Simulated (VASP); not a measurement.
Wanted: the native input for a VASP 6.6.1 run.

| Item | Value |
| --- | --- |
| Task | single point |
| Functional | PBE |
| Dispersion | D4 |
| Potentials or basis | VASP PAW PBE potentials, release 64 (Os) |
| Cutoff | 520 eV |
| k mesh | 12 × 12 × 12 |
| Occupations | fermi-dirac, width 0.05 eV |
| Spin | no spin polarisation |
| Dipole correction | no |
| Further INCAR settings | ALGO = Normal; EDIFF = 1e-07; NBANDS = 10 |

The structure of Os lies in POSCAR:

```
Os
1.0
    0.0000000000      1.9157669700      1.9157669700
    1.9157669700      0.0000000000      1.9157669700
    1.9157669700      1.9157669700      0.0000000000
Os
1
Direct
    0.0000000000      0.0000000000      0.0000000000
```

The input as run:

INCAR

```
  PREC = Accurate
  ENCUT = 520
  EDIFF = 1E-7
  ISMEAR = -1
  SIGMA = 0.05
  LREAL = False
  LASPH = True
  NELM = 60
  ALGO = Normal
  ISIF = 2
  LWAVE = False
  LCHARG = False
  GGA = PE
  IVDW = 13
  NBANDS = 10
```

KPOINTS

```
regular mesh
0
Gamma
  12 12 12
```

Potentials or basis: VASP PAW PBE potentials, release 64 (Os).

Launch:

```bash
$ cat potpaw_PBE.64/Os/POTCAR > POTCAR
$ mpirun -np 1 vasp_std > vasp.out
```

It gave:

```
Pressure                   : 0.1 GPa
Band gap on the k mesh     : zero (band 4 reaches 11.68 eV, above the bottom of band 5 at 7.88 eV)
Dispersion energy per atom : -0.697 eV
```

Caveat: spin-orbit coupling is left out, which moves the levels of the heavy elements; pairwise dispersion overbinds metals, which lowers pressure and volume.

It took 14 s on 1 thread of AMD EPYC 7R13 (shared host), peak memory 0.1 GiB.
